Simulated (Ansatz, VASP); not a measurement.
**Two plane-wave programs on SiNi3**

```xyz
4
Lattice="3.4612 0.0000 0.0000 0.0000 3.6343 0.0000 0.0000 0.0000 3.4612" Properties=species:S:1:pos:R:3 pbc="T T T"
Si    0.0000    0.0000    0.0000
Ni    0.0000    1.8172    1.7306
Ni    1.7306    0.0000    1.7306
Ni    1.7306    1.8172    0.0000
```

Change from the starting cell: strain +0.0500 x Voigt [0, 1, 0, 0, 0, 0], atoms carried along.

Alike in both runs: task single point; functional PBEsol; k mesh 14 × 14 × 14; occupations gaussian, width 0.15 eV; no spin polarisation.

|  | VASP | Ansatz |
| --- | --- | --- |
| version | VASP 6.6.1 | Ansatz 0.2.0 |
| potentials or method | VASP PAW PBE potentials, release 64 (Si, Ni), cutoff 520 eV | scalar-relativistic, plane waves, PAW |
| valence electrons in the cell | 34 | 58 |

```tsv
	VASP	Ansatz	Ansatz less VASP
gap on the k mesh at the Fermi level (eV)	none	none	-
pressure (GPa)	-10.0	-10.2	-0.21
traceless stress, the component that is largest in VASP (GPa)	-5.46	-5.55	-0.098
```

VASP's potentials were made for PBE, not for PBEsol. A gap of «none» marks a metal or a gap that the smearing closes. VASP's potentials hold 34 valence electrons a cell and Ansatz's 58, so a difference there can come from the potentials and not from the codes.
